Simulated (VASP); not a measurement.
# Ag2O (Pn-3m) in VASP: notebook, part 2 of 2

VASP 6.6.1. The steps go on from the part before.

### Step 3. Single point, r2SCAN

This run uses another cell than the first one, of 19.02 Å³/atom.

Contents of POSCAR:

```
Ag2O
1.0
    4.8506509100      0.0000000000      0.0000000000
    0.0000000000      4.8506509100      0.0000000000
    0.0000000000      0.0000000000      4.8506509100
Ag O
4 2
Direct
    0.2500000000      0.2500000000      0.2500000000
    0.2500000000      0.7500000000      0.7500000000
    0.7500000000      0.7500000000      0.2500000000
    0.7500000000      0.2500000000      0.7500000000
    0.0000000000      0.0000000000      0.0000000000
    0.5000000000      0.5000000000      0.5000000000
```

Contents of INCAR.step1:

```
SYSTEM = Ag2O
ALGO = Normal
EDIFF = 1E-5
ENCUT = 660
GGA = PE
GGA_COMPAT = .False.
ISMEAR = -1
LASPH = .True.
LCHARG = .False.
LREAL = .False.
LWAVE = .True.
NBANDS = 37
NELM = 120
PREC = Accurate
SIGMA = 0.1
```

Contents of INCAR.step2:

```
SYSTEM = Ag2O
ALGO = Normal
EDIFF = 1E-6
ENCUT = 660
GGA_COMPAT = .False.
ISIF = 2
ISMEAR = -1
ISTART = 1
LASPH = .True.
LCHARG = .True.
LELF = .True.
LMIXTAU = .True.
LREAL = .False.
LVHAR = .True.
LWAVE = .False.
METAGGA = R2SCAN
NBANDS = 37
NELM = 120
PREC = Accurate
SIGMA = 0.1
```

Contents of KPOINTS:

```
k-points
0
Gamma
  7 7 7
  0 0 0
```

Potentials or basis: VASP PAW PBE potentials, release 64 (Ag, O).

Started as:

```console
cat potpaw_PBE.64/Ag/POTCAR potpaw_PBE.64/O/POTCAR > POTCAR
cp INCAR.step1 INCAR
mpirun -np 1 vasp_std > vasp.out
cp INCAR.step2 INCAR
mpirun -np 1 vasp_std > vasp.out
```

OUTCAR:

```text
SYSTEM = Ag2O
   EDIFF = 1E-6
   ENCUT = 660
   ISIF = 2
   ISMEAR = -1
   ISTART = 1
   LASPH = .True.
   LREAL = .False.
   METAGGA = R2SCAN
   NELM = 120
   PREC = Accurate

 ion  position               nearest neighbor table
   1  0.250  0.250  0.250-   5 2.10   6 2.10   4 3.43   2 3.43   3 3.43   2 3.43   4 3.43   2 3.43
                             3 3.43   2 3.43   3 3.43   4 3.43   4 3.43   3 3.43
   2  0.250  0.750  0.750-   5 2.10   6 2.10   4 3.43   1 3.43   3 3.43   1 3.43   3 3.43   1 3.43
                             4 3.43   1 3.43   3 3.43   4 3.43   3 3.43   4 3.43
   3  0.750  0.750  0.250-   5 2.10   6 2.10   4 3.43   1 3.43   2 3.43   2 3.43   4 3.43   1 3.43
                             4 3.43   4 3.43   1 3.43   2 3.43   2 3.43   1 3.43
   4  0.750  0.250  0.750-   5 2.10   6 2.10   3 3.43   1 3.43   2 3.43   1 3.43   3 3.43   2 3.43
                             3 3.43   3 3.43   1 3.43   2 3.43   1 3.43   2 3.43
   5  0.000  0.000  0.000-   1 2.10   2 2.10   3 2.10   4 2.10
   6  0.500  0.500  0.500-   1 2.10   2 2.10   3 2.10   4 2.10

  LATTYP: Found a simple cubic cell.
 ALAT       =     4.8506509100

  Lattice vectors:

 A1 = (   4.8506509100,   0.0000000000,   0.0000000000)
 A2 = (   0.0000000000,   4.8506509100,   0.0000000000)
 A3 = (   0.0000000000,   0.0000000000,   4.8506509100)
[... 186 lines left out ...]

 k-point     1 :       0.0000    0.0000    0.0000
  band No.  band energies     occupation
      1     -15.7432      2.00000
      2     -15.2147      2.00000
      3      -2.7710      2.00000
      4      -2.7710      2.00000
      5      -2.7710      2.00000
      6      -0.6399      2.00000
[... 789 lines left out ...]
     36      10.3594      0.00000
     37      16.3047      0.00000

------------------------ aborting loop because EDIFF is reached ----------------------------------------

  FORCE on cell =-STRESS in cart. coord.  units (eV):
  Direction    XX          YY          ZZ          XY          YZ          ZX
  --------------------------------------------------------------------------------------
  -------------------------------------------------------------------------------------
  Total       -3.0712508     -3.0712508     -3.0712508      0.0000000      0.0000000     -0.0000000
  in kB      -43.1147437    -43.1147437    -43.1147437      0.0000000      0.0000000     -0.0000000
  external PRESSURE =     -43.1147437 kB  Pullay stress =       0.0000000 kB

 VOLUME and BASIS-vectors are now :
 -----------------------------------------------------------------------------
  energy-cutoff  :      660.00
  volume of cell :      114.13
      direct lattice vectors                 reciprocal lattice vectors
     4.850650910  0.000000000  0.000000000     0.206157899  0.000000000  0.000000000
     0.000000000  4.850650910  0.000000000     0.000000000  0.206157899  0.000000000
     0.000000000  0.000000000  4.850650910     0.000000000  0.000000000  0.206157899

 POSITION                                       TOTAL-FORCE (eV/Angst)
 -----------------------------------------------------------------------------------
      1.21266      1.21266      1.21266         0.000000     -0.000000      0.000000
      1.21266      3.63799      3.63799        -0.000000      0.000000      0.000000
      3.63799      3.63799      1.21266        -0.000000     -0.000000      0.000000
      3.63799      1.21266      3.63799        -0.000000      0.000000     -0.000000
      0.00000      0.00000      0.00000         0.000000     -0.000000      0.000000
      2.42533      2.42533      2.42533         0.000000     -0.000000      0.000000
 -----------------------------------------------------------------------------------
    total drift:                                0.000000      0.000000     -0.000000

  FREE ENERGIE OF THE ION-ELECTRON SYSTEM (eV)
  ---------------------------------------------------
  free  energy   TOTEN  =       -98.2722812346 eV

  energy  without entropy=      -98.2641021415  energy(sigma->0) =      -98.26819169
```

OUTCAR.step1:

```text
SYSTEM = Ag2O
   EDIFF = 1E-5
   ENCUT = 660
   GGA = PE
   ISMEAR = -1
   LASPH = .True.
   LREAL = .False.
   NELM = 120
[... 1033 lines left out ...]
      3.63799      1.21266      3.63799         0.000000      0.000000     -0.000000
      0.00000      0.00000      0.00000        -0.000000      0.000000      0.000000
      2.42533      2.42533      2.42533        -0.000000      0.000000      0.000000
 -----------------------------------------------------------------------------------
    total drift:                                0.000000      0.000000     -0.000000

  FREE ENERGIE OF THE ION-ELECTRON SYSTEM (eV)
  ---------------------------------------------------
  free  energy   TOTEN  =       -21.4594823993 eV

  energy  without entropy=      -21.4435111685  energy(sigma->0) =      -21.45149678
```

OSZICAR.step1:

```text
N       E                     dE             d eps       ncg     rms          rms(c)
DAV:   1     0.429430806104E+03    0.42943E+03   -0.32479E+04  1480   0.174E+03
DAV:   2    -0.340311200910E+00   -0.42977E+03   -0.40779E+03  1591   0.365E+02
DAV:   3    -0.252745299013E+02   -0.24934E+02   -0.24583E+02  1636   0.856E+01
DAV:   4    -0.255464530617E+02   -0.27192E+00   -0.27166E+00  1585   0.964E+00
DAV:   5    -0.255482104933E+02   -0.17574E-02   -0.17574E-02  1618   0.760E-01    0.181E+01
DAV:   6    -0.218525222700E+02    0.36957E+01   -0.19569E+01  1771   0.323E+01    0.114E+01
DAV:   7    -0.214808364504E+02    0.37169E+00   -0.24378E+00  1530   0.122E+01    0.788E+00
DAV:   8    -0.215406048127E+02   -0.59768E-01   -0.12731E+00  1525   0.571E+00    0.314E+00
DAV:   9    -0.214588007796E+02    0.81804E-01   -0.25802E-01  1622   0.295E+00    0.331E-01
DAV:  10    -0.214596572350E+02   -0.85646E-03   -0.13974E-02  1490   0.755E-01    0.223E-01
DAV:  11    -0.214594626813E+02    0.19455E-03   -0.48235E-04  1683   0.116E-01    0.116E-01
DAV:  12    -0.214594876641E+02   -0.24983E-04   -0.16973E-04  1546   0.678E-02    0.217E-02
DAV:  13    -0.214594823993E+02    0.52648E-05   -0.93518E-06   873   0.178E-02
   1 F= -.21459482E+02 E0= -.21451497E+02  d E =-.159712E-01
```

Run time: 3.9 min. Hardware: 1 thread of Oxide Virtual Turin-like, shared host; peak memory 0.3 GiB.

What came out:

```
Free energy            : -98.2723 eV
Pressure               : -4.3 GPa
Band gap on the k mesh : 0.16 eV
```

Levels at points of the mesh, in eV from the valence-band top:
| k point | band 24 | band 25 | band 26 | band 27 | band 28 | band 29 | band 30 | band 31 | band 32 | band 33 |
| --- | --- | --- | --- | --- | --- | --- | --- | --- | --- | --- |
| (0.00, 0.00, 0.00) | -2.58 | -2.58 | 0.00 | 0.00 | 0.00 | 0.16 | 2.64 | 2.64 | 7.39 | 7.39 |

Caveat: the cell stands under tension; semilocal functionals underestimate gaps, and a narrow one can read as zero; the PAW data sets were made with another functional, which shifts forces and pressure a little; an odd mesh through Γ misses points on the zone boundary, where band edges can lie.

### Step 4. Relaxation of cell and atoms, PBE

This run uses another cell than the first one, of 17.50 Å³/atom.

Contents of INCAR:

```
SYSTEM = Ag2O
ALGO = Normal
EDIFF = 1E-7
EDIFFG = -0.01
ENCUT = 600
GGA = PE
GGA_COMPAT = .False.
IBRION = 2
ISIF = 3
ISMEAR = -1
LASPH = .True.
LCHARG = .False.
LREAL = .False.
LWAVE = .False.
NELM = 120
NELMIN = 4
NSW = 80
PREC = Accurate
SIGMA = 0.1
```

KPOINTS is that of step 3.

POSCAR: that of step 3 with these lines changed.

```diff
@@ -2,5 +2,5 @@
 1.0
-    4.8506509100      0.0000000000      0.0000000000
-    0.0000000000      4.8506509100      0.0000000000
-    0.0000000000      0.0000000000      4.8506509100
+    4.7180000000      0.0000000000      0.0000000000
+    0.0000000000      4.7180000000      0.0000000000
+    0.0000000000      0.0000000000      4.7180000000
 Ag O
```

Potentials or basis: VASP PAW PBE potentials, release 64 (Ag, O).

Started as:

```console
cat potpaw_PBE.64/Ag/POTCAR potpaw_PBE.64/O/POTCAR > POTCAR
mpirun -np 1 vasp_std > vasp.out
```

OUTCAR:

```text
SYSTEM = Ag2O
   EDIFF = 1E-7
   EDIFFG = -0.01
   ENCUT = 600
   GGA = PE
   IBRION = 2
   ISIF = 3
   ISMEAR = -1
   LASPH = .True.
   LREAL = .False.
   NELM = 120
   NELMIN = 4
   NSW = 80
   PREC = Accurate

 ion  position               nearest neighbor table
   1  0.250  0.250  0.250-   5 2.04   6 2.04   4 3.34   2 3.34   3 3.34   2 3.34   4 3.34   2 3.34
                             3 3.34   2 3.34   3 3.34   4 3.34   4 3.34   3 3.34
   2  0.250  0.750  0.750-   5 2.04   6 2.04   4 3.34   1 3.34   3 3.34   1 3.34   3 3.34   1 3.34
                             4 3.34   1 3.34   3 3.34   4 3.34   3 3.34   4 3.34
   3  0.750  0.750  0.250-   5 2.04   6 2.04   4 3.34   1 3.34   2 3.34   2 3.34   4 3.34   1 3.34
                             4 3.34   4 3.34   1 3.34   2 3.34   2 3.34   1 3.34
   4  0.750  0.250  0.750-   5 2.04   6 2.04   3 3.34   1 3.34   2 3.34   1 3.34   3 3.34   2 3.34
                             3 3.34   3 3.34   1 3.34   2 3.34   1 3.34   2 3.34
   5  0.000  0.000  0.000-   1 2.04   2 2.04   3 2.04   4 2.04
   6  0.500  0.500  0.500-   1 2.04   2 2.04   3 2.04   4 2.04

[... 199 lines left out ...]
  band No.  band energies     occupation
      1     -14.2145      2.00000
      2     -13.5213      2.00000
      3      -2.1928      2.00000
      4      -2.1928      2.00000
      5      -2.1928      2.00000
      6       0.0462      2.00000
[... 788 lines left out ...]
--------------------------------------- Ionic step        3  -------------------------------------------

 number of electron      55.9999978 magnetization

 Free energy of the ion-electron system (eV)
  ---------------------------------------------------
  ext. energy  EPLUGINS =         0.00000000
  ---------------------------------------------------
  free energy    TOTEN  =       -21.46173464 eV

  energy without entropy =      -21.44733592  energy(sigma->0) =      -21.45453528

 E-fermi :   4.1633     XC(G=0): -10.2236

 val. band max:        4.0038034354   @ k =   0.0000   0.0000   0.0000
 cond. band min:       4.2097409180   @ k =   0.1429   0.0000   0.0000
 fundamental gap:      0.2059374826
 Fermi energy:         4.1632989969

 k-point     1 :       0.0000    0.0000    0.0000
  band No.  band energies     occupation
      1     -14.4090      2.00000
      2     -13.8245      2.00000
      3      -2.3519      2.00000
      4      -2.3519      2.00000
      5      -2.3519      2.00000
      6      -0.2629      2.00000
[... 742 lines left out ...]
  FREE ENERGIE OF THE ION-ELECTRON SYSTEM (eV)
  ---------------------------------------------------
  free  energy   TOTEN  =       -21.4617346422 eV

  energy  without entropy=      -21.4473359216  energy(sigma->0) =      -21.45453528

 reached required accuracy - stopping structural energy minimisation
```

CONTCAR:

```text
Ag2O
   1.00000000000000
     4.8095334681371167   -0.0000000000000000    0.0000000000000000
     0.0000000000000000    4.8095334681371167    0.0000000000000000
     0.0000000000000000   -0.0000000000000000    4.8095334681371167
  Ag              O
     4     2
Direct
     0.2500000000000000    0.2500000000000000    0.2500000000000000
     0.2500000000000000    0.7500000000000000    0.7500000000000000
     0.7500000000000000    0.7500000000000000    0.2500000000000000
     0.7500000000000000    0.2500000000000000    0.7500000000000000
     0.0000000000000000    0.0000000000000000    0.0000000000000000
     0.5000000000000000    0.5000000000000000    0.5000000000000000

  0.00000000E+00  0.00000000E+00  0.00000000E+00
  0.00000000E+00  0.00000000E+00  0.00000000E+00
  0.00000000E+00  0.00000000E+00  0.00000000E+00
  0.00000000E+00  0.00000000E+00  0.00000000E+00
  0.00000000E+00  0.00000000E+00  0.00000000E+00
  0.00000000E+00  0.00000000E+00  0.00000000E+00
```

It took 2.9 min on 1 thread of Oxide Virtual Turin-like, shared host; peak memory 0.25 GiB.

Results:

```
Free energy                           : -21.4617 eV
Relaxed volume                        : 18.54 Å³/atom
Relaxed cell                          : a = 4.810 Å, b = 4.810 Å, c = 4.810 Å, α = 90.00°, β = 90.00°, γ = 90.00°
Space group after relaxing (to 0.1 Å) : Pn-3m (No. 224)
Energy gained by relaxing             : 14.4 meV/atom
Ionic steps                           : 3
Pressure after relaxing               : 0.0 GPa
Band gap on the k mesh                : zero (filled and empty bands touch)
```

The path:
```tsv
step	energy change (eV)	largest force (eV/Å)	pressure (GPa)	volume (Å³)
1	0.0000	0.0000	4.70	105.02
2	-0.0805	0.0000	-1.05	113.02
3	-0.0863	0.0000	0.01	111.25
```

Final structure:
```
Ag O
1.0
     4.80953    0.00000    0.00000
     0.00000    4.80953    0.00000
     0.00000    0.00000    4.80953
Ag O
4 2
Direct
  0.25000 0.25000 0.25000
  0.25000 0.75000 0.75000
  0.75000 0.75000 0.25000
  0.75000 0.25000 0.75000
  0.00000 0.00000 0.00000
  0.50000 0.50000 0.50000
```

Caveat: semilocal functionals underestimate gaps, and a narrow one can read as zero. Zero-point motion and thermal expansion aren't in these numbers.

### Step 5. The runs side by side

| task | level | cell | cutoff (eV) | gap on the mesh (eV) | pressure (GPa) |
| --- | --- | --- | --- | --- | --- |
| single point | r2SCAN | a = 4.820 Å, 6 atoms | 660 | 0.18 | -3.1 |
| single point | r2SCAN | a = 4.851 Å, 6 atoms | 660 | 0.16 | -4.3 |
| relaxation of cell and atoms | PBE | relaxed from a = 4.718 Å, 6 atoms | 600 | none | 0.0 |

Alike in all rows: potentials or basis VASP PAW PBE potentials, release 64 (Ag, O); no spin polarisation; k mesh 7 × 7 × 7; smearing fermi-dirac 0.1 eV.

Caveats: semilocal functionals underestimate gaps, and a narrow one can read as zero; the cell stands under tension (at least some runs); the PAW data sets were made with another functional, which shifts forces and pressure a little (at least some runs); an odd mesh through Γ misses points on the zone boundary, where band edges can lie (at least some runs).

Absolute energies hang on the potentials; compare differences alone.

The gap in the log of VASP goes by the Fermi energy; the results here count the filled bands.